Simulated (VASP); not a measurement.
The system is TiAl3.

```xyz
4
Lattice="2.8397 0.0000 0.0000 0.0000 4.6813 0.0000 0.0000 0.0000 4.9007" Properties=species:S:1:pos:R:3 pbc="T T T"
Ti    0.0000    2.3406    0.8131
Al    1.4198    2.3406    3.2701
Al    1.4198    0.0000    1.6217
Al    0.0000    0.0000    4.0965
```

Program: VASP 6.6.1. Alike in all runs: task single point; level r2SCAN; potentials or basis VASP PAW PBE potentials, release 64 (Ti_sv, Al); no spin polarisation; cell as given; cutoff (eV) 520; smearing gaussian 0.1 eV. Hardware: 1 thread of Intel(R) Xeon(R) Platinum 8259CL CPU @ 2.50GHz (Skylake/Cascade Lake), with other jobs on the host.

**Question.** Order these runs on this cell by their wall time, lowest first.
A. k mesh 12 × 8 × 8
B. k mesh 2 × 2 × 2
C. k mesh 10 × 6 × 6, shifted

**Answer.** B (50 s), C (270 s), A (710 s).

Caveats: some runs use coarse meshes.
